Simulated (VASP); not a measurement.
A run of VASP 6.6.1 is set up as follows.

File INCAR:

```
PREC = Accurate
ENCUT = 520
EDIFF = 1E-6
ISMEAR = 0
SIGMA = 0.05
LREAL = F
LASPH = T
NELM = 80
ALGO = Normal
ISIF = 2
LWAVE = F
LCHARG = F
NBANDS = 35
KPAR = 4
```

Contents of KPOINTS:

```
regular mesh
0
Gamma
  10 10 10
```

The input POSCAR:

```
SnO2
1.0
   -1.9507455919      1.5545247671      4.9776060994
    1.9924607689     -2.0446007297      5.1851949815
    2.1146379233      2.2084930611     -5.1689111318
Sn O
2 4
Direct
    0.7264980561      0.2564789456      0.4714029050
    0.0254177680     -0.0281738759      0.0112815030
    0.8031891024      0.8254087064      0.0562901888
    1.0105959665      0.4012476313      0.4828550136
    0.1239967743      0.2027752026     -0.0497109997
    0.5603023327      0.0922633899      0.5278813893
```

Potentials or basis: VASP PAW LDA potentials, release 64 (Sn_d, O).

The run is started by

```bash
$ cat potpaw_LDA.64/Sn_d/POTCAR potpaw_LDA.64/O/POTCAR > POTCAR
$ mpirun -np 4 vasp_std > vasp.out
```

(1) Estimate the largest force.

(2) Estimate the pressure.

(3) What does it give for the band gap on the k mesh?

## Answers

(1) 6.433 eV/Å.

(2) 16.7 GPa.

(3) 0.44 eV (least direct gap 0.93 eV).

Caveat: the cell differs from its parent crystal (atoms moved at random and the cell strained at random); the stress differs along the axes, from 9 to 25 GPa; semilocal functionals underestimate gaps, and a narrow one can read as zero; spin-orbit coupling is left out, which moves the levels of the heavy elements; forces of over 1 eV/Å act on the atoms, so gaps and moduli don't describe the material at rest.
